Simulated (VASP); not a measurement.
A run of VASP 6.6.1:

The input INCAR:

```
PREC = Accurate
ENCUT = 520
EDIFF = 1E-7
ISMEAR = 0
SIGMA = 0.1
LREAL = F
LASPH = T
NELM = 60
ALGO = Normal
ISIF = 2
LWAVE = F
LCHARG = F
GGA = PE
NBANDS = 23
```

The input KPOINTS:

```
regular mesh
0
Gamma
  12 12 4
```

The input POSCAR:

```
BeSe2
1.0
    3.5206005864      0.0000000000      0.0000000000
   -1.7603002932      3.0489295444      0.0000000000
    0.0000000000      0.0000000000     10.7659866055
Be Se
2 4
Direct
    0.3333333333      0.6666666667      0.2500000000
    0.6666666667      0.3333333333      0.7500000000
    0.3333333333      0.6666666667      0.6296345343
    0.6666666667      0.3333333333      0.1296345343
    0.3333333333      0.6666666667      0.8703654657
    0.6666666667      0.3333333333      0.3703654657
```

Potentials or basis: VASP PAW PBE potentials, release 64 (Be, Se).

Command:

```bash
$ cat potpaw_PBE.64/Be/POTCAR potpaw_PBE.64/Se/POTCAR > POTCAR
$ mpirun -np 1 vasp_std > vasp.out
```

Hardware: 1 thread of Intel(R) Xeon(R) Platinum 8259CL CPU @ 2.50GHz (Skylake/Cascade Lake), on a shared host.

Q: Estimate the wall time of this run.

A: Wall time 2.1 min on 1 thread of Intel(R) Xeon(R) Platinum 8259CL CPU @ 2.50GHz (Skylake/Cascade Lake) (shared host), peak memory 0.31 GiB. Counts: scf iterations 13, k points 57.
